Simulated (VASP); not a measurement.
# Si36W17 (a cell with a defect) in VASP: notebook

Runs on Si36W17 (a cell with a defect). Level: PBE. Tasks: single point.

Everything below comes from runs of VASP 6.6.1. Logs are shortened: lines on timing, memory, paths and dates and some standing lists are left out, and cuts for length are marked.

## (1) The cell of the first run

The cell holds a defect, 53 atoms: a = 9.688 Å, b = 9.688 Å, c = 9.097 Å, α = 110.79°, β = 110.79°, γ = 90.00°.

## (2) Single point, PBE

Input file INCAR:

```
SYSTEM = Si36W17
PREC = Accurate
ENCUT = 520
EDIFF = 1E-7
ISMEAR = 1
SIGMA = 0.1
LREAL = Auto
LASPH = .True.
NELM = 80
ALGO = Normal
ISIF = 2
LWAVE = .False.
LCHARG = .False.
GGA = PE
NBANDS = 223
LUSENCCL = .False.
```

Input file KPOINTS:

```
Automatic mesh
0
Gamma
  2 2 2
  0 0 0
```

Input file POSCAR:

```
Si36W17
1.0
    9.6876021900      0.0000000000      0.0000000000
    0.0000000000      9.6876021900      0.0000000000
   -3.2292007300     -3.2292007300      7.8679106400
Si W
36 17
Direct
    0.1120303623      0.1116162563      0.3357147077
    0.2242324717      0.2238029816      0.1663342214
    0.1093399334      0.1088609905      0.8338910344
    0.2215155779      0.2210910656      0.6645089812
    0.1116471975      0.4424704887      0.3341392999
    0.2215223944      0.5547818467      0.1655440385
    0.1092385564      0.4454968770      0.8334316969
    0.2221407144      0.5534051375      0.6665693844
    0.1114294354      0.7792716473      0.3336564347
    0.2243633858      0.8872151742      0.1668245136
    0.1120408393      0.7779244967      0.8346942465
    0.2219024859      0.8902162137      0.6661022680
    0.4429128592      0.1111899898      0.3341449022
    0.5552266523      0.2210329128      0.1655342315
    0.4459157812      0.1087582438      0.8334399727
    0.5538681341      0.2216721432      0.6665545057
    0.4512799053      0.4507827536      0.3394657501
    0.5549978766      0.5545665744      0.1662425893
    0.4463851422      0.4459369260      0.8347588901
    0.5568069276      0.5563317365      0.6608686918
    0.4503705850      0.7756931425      0.3399120358
    0.5549772870      0.8887054680      0.1661539339
    0.4444076886      0.7781781119      0.8340999818
    0.5574799101      0.8827126815      0.6603540227
    0.7797286299      0.1110073577      0.3336654105
    0.8876263459      0.2239854443      0.1668287497
    0.7783560312      0.1116203155      0.8347447985
    0.8906604405      0.2214555391      0.6661287802
    0.7760712470      0.4500076200      0.3399011448
    0.8891790668      0.5545263122      0.1661481294
    0.7786342113      0.4439220266      0.8341250917
    0.8832323881      0.5569597422      0.6603559042
    0.7767761669      0.7763172898      0.3394190877
    0.8871822024      0.8867437640      0.1654609347
    0.7785864080      0.7781227310      0.8340146936
    0.8822022826      0.8817831089      0.6607853968
   -0.0002602590     -0.0006985384      0.0002451521
   -0.0004214796     -0.0008499040      0.4988123374
    0.0001556071      0.3329575410      0.0001303174
    0.0003614412      0.3327768651      0.5001262234
   -0.0009216820      0.6664570294     -0.0016501105
    0.0008457520      0.6662369712      0.5000919030
    0.3334017176     -0.0002955980      0.0001277020
    0.3331892341     -0.0000629224      0.5001217568
    0.3338120439      0.3333628913     -0.0000245801
    0.3340018557      0.3335635042      0.5014132870
    0.3344879547      0.6662111547      0.0018839632
    0.3327547478      0.6664637505      0.5001709297
    0.6669034844     -0.0013763893     -0.0016603762
    0.6666820951      0.0003777561      0.5001116102
    0.6666441607      0.3340536267      0.0018784620
    0.6668986680      0.3322573234      0.5001506034
    0.6667975198      0.6663438923      0.0001527336
```

Potentials or basis: VASP PAW PBE potentials, release 64 (Si, W_sv).

The run is started by

```console
> cat potpaw_PBE.64/Si/POTCAR potpaw_PBE.64/W_sv/POTCAR > POTCAR
> mpirun -np 1 vasp_std > vasp.out
```

OUTCAR:

```text
SYSTEM = Si36W17
   PREC = Accurate
   ENCUT = 520
   EDIFF = 1E-7
   ISMEAR = 1
   LREAL = Auto
   LASPH = .True.
   NELM = 80
   ISIF = 2
   GGA = PE

 ion  position               nearest neighbor table
   1  0.112  0.112  0.336-   4 2.59  38 2.62  40 2.62  44 2.62  46 2.63  37 2.64  10 2.66  26 2.66
                            34 2.66   2 2.67
   2  0.224  0.224  0.166-  45 2.61   3 2.62   5 2.63  13 2.63  39 2.63  43 2.63  46 2.64  37 2.66
                             1 2.67  17 2.69
   3  0.109  0.109  0.834-  37 2.61   2 2.62  12 2.63  28 2.63  43 2.63  39 2.63  38 2.64  45 2.66
                             4 2.67  36 2.69
   4  0.222  0.221  0.665-   1 2.59  44 2.62  40 2.62  46 2.62  38 2.63  45 2.64   7 2.66  15 2.66
                            19 2.66   3 2.67
   5  0.112  0.442  0.334-   8 2.62  40 2.62  26 2.62  46 2.62   2 2.63  39 2.63  48 2.64  42 2.64
                            30 2.65   6 2.65
   6  0.222  0.555  0.166-   7 2.61  47 2.62  39 2.63  45 2.63  48 2.63  41 2.64   9 2.65   5 2.65
                            17 2.67  21 2.67
   7  0.109  0.445  0.833-   6 2.61  41 2.61  40 2.62  28 2.62   8 2.63  39 2.63  47 2.64  45 2.65
                             4 2.66  32 2.68
   8  0.222  0.553  0.667-   5 2.62  46 2.62  40 2.62   7 2.63  19 2.63  42 2.64  47 2.64  48 2.64
                            11 2.65  23 2.65
   9  0.111  0.779  0.334-  12 2.62  38 2.62  44 2.62  10 2.63  34 2.63  48 2.64  41 2.64  42 2.64
[... 75 lines left out ...]
  47  0.334  0.666  0.002-  10 2.61  18 2.62   6 2.62  22 2.62  19 2.63   8 2.64  23 2.64  11 2.64
                             7 2.64  21 2.66  45 3.22  53 3.22  43 3.24  41 3.24
  48  0.333  0.666  0.500-  21 2.61  24 2.61  20 2.62  17 2.62  23 2.63   6 2.63   5 2.64   9 2.64
                            12 2.64   8 2.64  42 3.22  46 3.23  44 3.23
  49  0.667  0.999  0.998-  15 2.61  35 2.62  27 2.62  23 2.62  34 2.63  25 2.64  14 2.64  22 2.64
                            26 2.64  24 2.66  37 3.22  53 3.22  43 3.24  51 3.24
  50  0.667  0.000  0.500-  24 2.61  21 2.61  33 2.62  36 2.62  22 2.63  27 2.63  28 2.64  16 2.64
                            13 2.64  25 2.64  52 3.21  38 3.23  44 3.23
  51  0.667  0.334  0.002-  26 2.61  18 2.62  14 2.62  30 2.62  19 2.63  16 2.64  31 2.64  27 2.64
                            15 2.64  29 2.66  45 3.22  53 3.22  39 3.24  49 3.24
  52  0.667  0.332  0.500-  29 2.61  32 2.61  20 2.62  17 2.62  31 2.63  14 2.63  13 2.64  25 2.64
                            28 2.64  16 2.64  50 3.21  46 3.23  40 3.23
  53  0.667  0.666  0.000-  34 2.61  19 2.61  22 2.64  30 2.64  23 2.64  31 2.64  18 2.64  35 2.64
                            33 2.67  20 2.67  51 3.22  41 3.22  49 3.22  47 3.22

  LATTYP: Found a base centered monoclinic cell.
 ALAT       =    13.7003384040
 B/A-ratio  =     1.0000000000
 C/A-ratio  =     0.6640145793
 COS(beta)  =    -0.5019970099

  Lattice vectors:

 A1 = (   9.6876021900,   0.0000000000,   0.0000000000)
 A2 = (   0.0000000000,   9.6876021900,   0.0000000000)
 A3 = (  -3.2292007300,  -3.2292007300,   7.8679106400)

Analysis of symmetry for initial positions (statically):
=====================================================================
 Subroutine PRICEL returns:
 Original cell was already a primitive cell.

 Routine SETGRP: Setting up the symmetry group for a
 base centered monoclinic supercell.

 Subroutine GETGRP returns: Found  1 space group operations
 (whereof  1 operations were pure point group operations)
 out of a pool of  4 trial point group operations.

The static configuration has the point symmetry C_1 .

Analysis of symmetry for dynamics (positions and initial velocities):
=====================================================================
 Subroutine PRICEL returns:
 Original cell was already a primitive cell.

 Routine SETGRP: Setting up the symmetry group for a
 base centered monoclinic supercell.

 Subroutine GETGRP returns: Found  1 space group operations
 (whereof  1 operations were pure point group operations)
 out of a pool of  4 trial point group operations.

The dynamic configuration has the point symmetry C_1 .

 Subroutine INISYM returns: Found  1 space group operations
 (whereof  1 operations are pure point group operations),
 and found     1 'primitive' translations

----------------------------------------------------------------------------------------

                                     Primitive cell

  volume of cell :     738.4006

[... 130 lines left out ...]
     0.051612359 -0.000000000  0.021183091     0.500000000  0.000000000  0.000000000
    -0.000000000  0.051612359  0.021183091     0.000000000  0.500000000  0.000000000
     0.000000000  0.000000000  0.063549273     0.000000000  0.000000000  0.500000000

  Length of vectors
     0.055790312  0.055790312  0.063549273

  Shift w.r.t. Gamma in fractional coordinates (k-lattice)
     0.000000000  0.000000000  0.000000000

 Subroutine IBZKPT returns following result:
 ===========================================

 Found      8 irreducible k-points:

 Following reciprocal coordinates:
            Coordinates               Weight
  0.000000  0.000000  0.000000      1.000000
  0.500000  0.000000  0.000000      1.000000
  0.000000  0.500000  0.000000      1.000000
  0.500000  0.500000  0.000000      1.000000
  0.000000  0.000000  0.500000      1.000000
  0.500000  0.000000  0.500000      1.000000
  0.000000  0.500000  0.500000      1.000000
  0.500000  0.500000  0.500000      1.000000
   k-points           NKPTS =      8   k-points in BZ     NKDIM =      8   number of bands    NBANDS=    223
   number of dos      NEDOS =    301   number of ions     NIONS =     53
   total plane-waves  NPLWV = 362880
   dimension x,y,z NGX =    72 NGY =   72 NGZ =   70
   dimension x,y,z NGXF=   144 NGYF=  144 NGZF=  140
   ions per type =              36  17
   NGX,Y,Z   is equivalent  to a cutoff of  12.36, 12.36, 12.79 a.u.
   NGXF,Y,Z  is equivalent  to a cutoff of  24.71, 24.71, 25.58 a.u.
 SYSTEM =  Si36W17
   PREC   = accura    normal or accurate (medium, high low for compatibility)
   ISTART =      0    job   : 0-new  1-cont  2-samecut
   ICHARG =      2    charge: 1-file 2-atom 10-const
   ISPIN  =      1    spin polarized calculation?
   LNONCOLLINEAR =      F non collinear calculations
   LSORBIT =      F    spin-orbit coupling
   LASPH  =      T    aspherical Exc in radial PAW
   ENCUT  =  520.0 eV  38.22 Ry    6.18 a.u.  18.01 18.01 16.91*2*pi/ulx,y,z
   NELM   =     80;   NELMIN=  2; NELMDL= -5     # of ELM steps
   EDIFF  = 0.1E-06   stopping-criterion for ELM
   LREAL  =      T    real-space projection
   EDIFFG = 0.1E-05   stopping-criterion for IOM
   NSW    =      0    number of steps for IOM
   IBRION =     -1    ionic relax: 0-MD 1-quasi-New 2-CG
   NFREE  =      0    steps in history (QN), initial steepest desc. (CG)
   ISIF   =      2    stress and relaxation
   ISYM   =      2    0-nonsym 1-usesym 2-fastsym
   POTIM  = 0.5000    time-step for ionic-motion
   TEBEG  =    0.0;   TEEND  =   0.0 temperature during run
   PSTRESS=    0.0 pullay stress
   NELECT =     382.0000    total number of electrons
   NUPDOWN=      -1.0000    fix difference up-down
   EMIN   =  10.00;   EMAX   =-10.00  energy-range for DOS
   EFERMI =   0.00;   METHOD = LEGACY
   ISMEAR =     1;   SIGMA  =   0.10  broadening in eV -4-tet -1-fermi 0-gaus
   EFERMI_NEDOS =   21; number of points for ismear=-14 and -15
   IALGO  =     38    algorithm
   IMIX   =      4    mixing-type and parameters
     AMIX     =   0.40;   BMIX     =  1.00
     AMIX_MAG =   1.60;   BMIX_MAG =  1.00
  volume/ion in A,a.u.               =      13.93        94.02
  Fermi-wavevector in a.u.,A,eV,Ry     =   1.314212  2.483500 23.499330  1.727152
  Thomas-Fermi vector in A             =   2.444480
   LORBIT       =      0    0 simple, 1 ext, 2 COOP (PROOUT), +10 PAW based schemes
   GGA     = PE    functional components
   LHFCALC =     F    Hartree Fock is set to
   AEXX    =    0.0000 exact exchange contribution
   IVDW    =     0    specifies the selected vdW correction
   LEPSILON=     F    determine dielectric tensor
   LRPA    =     F    only Hartree local field effects (RPA)
 non-spin polarized calculation
 Methfessel and Paxton  Order N= 1 SIGMA  =   0.10
  energy-cutoff  :      520.00
  volume of cell :      738.40
 maximum number of plane-waves:     19958
   NGX = 37   NGY = 37   NGZ = 33

 number of electron     382.0000010 magnetization

 Free energy of the ion-electron system (eV)
  ---------------------------------------------------
  ext. energy  EPLUGINS =         0.00000000
  ---------------------------------------------------
  free energy    TOTEN  =      -430.76601152 eV

  energy without entropy =     -430.76867352  energy(sigma->0) =     -430.76689885

 E-fermi :  11.3076     XC(G=0): -12.3088

 val. band max:       11.2727156649   @ k =   0.0000   0.0000   0.0000
 cond. band min:      11.3407385795   @ k =   0.5000   0.5000   0.0000
 fundamental gap:      0.0680229146
 Fermi energy:        11.3075521834

 k-point     1 :       0.0000    0.0000    0.0000
  band No.  band energies     occupation
      1     -62.5608      2.00000
      2     -62.5098      2.00000
      3     -62.5091      2.00000
      4     -62.5043      2.00000
      5     -62.5029      2.00000
      6     -62.5012      2.00000
[... 1637 lines left out ...]
    202      13.2062     -0.00000
    203      13.2178     -0.00000
 [bands above 203 left out]

------------------------ aborting loop because EDIFF is reached ----------------------------------------

  FORCE on cell =-STRESS in cart. coord.  units (eV):
  Direction    XX          YY          ZZ          XY          YZ          ZX
  --------------------------------------------------------------------------------------
  -------------------------------------------------------------------------------------
  Total       -4.0984488     -4.0884435     -2.4893002     -0.1265321      0.6504610      0.6488103
  in kB       -8.8927909     -8.8710814     -5.4012696     -0.2745486      1.4113666      1.4077850
  external PRESSURE =      -7.7217140 kB  Pullay stress =       0.0000000 kB

 VOLUME and BASIS-vectors are now :
 -----------------------------------------------------------------------------
  energy-cutoff  :      520.00
  volume of cell :      738.40
      direct lattice vectors                 reciprocal lattice vectors
     9.687602190  0.000000000  0.000000000     0.103224718 -0.000000000  0.042366182
     0.000000000  9.687602190  0.000000000    -0.000000000  0.103224718  0.042366182
    -3.229200730 -3.229200730  7.867910640     0.000000000  0.000000000  0.127098546

 POSITION                                       TOTAL-FORCE (eV/Angst)
 -----------------------------------------------------------------------------------
      0.00122     -0.00280      2.64137        -0.001889     -0.004237      0.004166
      1.63515      1.63099      1.30870        -0.005716     -0.006085      0.000314
     -1.63356     -1.63820      6.56098         0.002930      0.007178      0.000747
      0.00012     -0.00399      5.22830         0.002067      0.000754     -0.002405
      0.00259      3.20748      2.62898        -0.001881      0.003125     -0.002068
      1.61145      4.83993      1.30249        -0.001387      0.003838     -0.000644
[... 45 lines left out ...]
      4.84556      1.60369      3.93514        -0.000479      0.002345      0.006036
      6.45918      6.45478      0.00120         0.001197      0.000469     -0.004567
 -----------------------------------------------------------------------------------
    total drift:                                0.006911      0.003490      0.003424

  FREE ENERGIE OF THE ION-ELECTRON SYSTEM (eV)
  ---------------------------------------------------
  free  energy   TOTEN  =      -430.7660115214 eV

  energy  without entropy=     -430.7686735151  energy(sigma->0) =     -430.76689885
```

Wall time 1.9 min (1 × NVIDIA H100 80GB with 1 thread of AMD EPYC 7R13 (Zen 3), shared host); peak memory 2.1 GiB.

What came out:

- Free energy: -430.7660 eV
- Pressure: -0.8 GPa
- Largest force: 0.018 eV/Å
- Band gap on the k mesh: zero (bands 191 and 192 overlap by 0.80 eV)

Forces in eV/Å, atoms in the order of the input:
```
Si  -0.002 -0.004  0.004
Si  -0.006 -0.006  0.000
Si   0.003  0.007  0.001
Si   0.002  0.001 -0.002
Si  -0.002  0.003 -0.002
Si  -0.001  0.004 -0.001
Si  -0.001 -0.002 -0.004
Si   0.001  0.002  0.004
Si  -0.001 -0.002 -0.001
Si  -0.002 -0.001  0.003
Si   0.003 -0.006  0.001
Si   0.004 -0.001  0.002
Si   0.001 -0.002 -0.003
Si   0.004  0.000  0.000
Si   0.002  0.003 -0.006
Si  -0.002  0.001  0.006
Si   0.002  0.006 -0.002
Si   0.000  0.001  0.003
Si  -0.002 -0.001  0.016
Si   0.011  0.010  0.008
Si   0.003 -0.003 -0.016
Si  -0.002  0.003  0.002
Si  -0.002 -0.001 -0.001
Si   0.001 -0.001  0.014
Si  -0.002 -0.003 -0.003
Si   0.001 -0.004  0.003
Si  -0.004  0.002 -0.003
Si   0.000  0.004  0.001
Si  -0.004  0.001 -0.014
Si   0.001  0.000  0.002
Si  -0.001  0.001 -0.004
Si  -0.007  0.004  0.016
Si  -0.008 -0.008 -0.009
Si   0.001  0.002 -0.014
Si  -0.003 -0.003 -0.004
Si   0.001  0.001  0.000
W    0.007  0.006  0.006
W   -0.001 -0.004  0.000
W    0.006 -0.001  0.000
W    0.003 -0.004  0.000
W   -0.001  0.003  0.000
W   -0.001  0.000 -0.006
W   -0.001  0.004 -0.001
W    0.000  0.000  0.000
W   -0.004 -0.004 -0.001
W   -0.002 -0.004  0.002
W    0.002 -0.002  0.001
W   -0.001 -0.003  0.003
W    0.002 -0.002  0.003
W    0.002  0.001 -0.008
W   -0.002  0.000  0.002
W    0.000  0.002  0.006
W    0.001  0.000 -0.005
```

Stress tensor (GPa, compression positive):
```
-0.89 -0.03  0.14
-0.03 -0.89  0.14
 0.14  0.14 -0.54
```

Caveat: the k points lie up to 0.40 Å⁻¹ apart, too coarse for converged energies and pressures of a metal; spin-orbit coupling is left out, which moves the levels of the heavy elements.

(Continued in part 2 of 2.)

The gap in the log of VASP goes by the Fermi energy; the results here count the filled bands.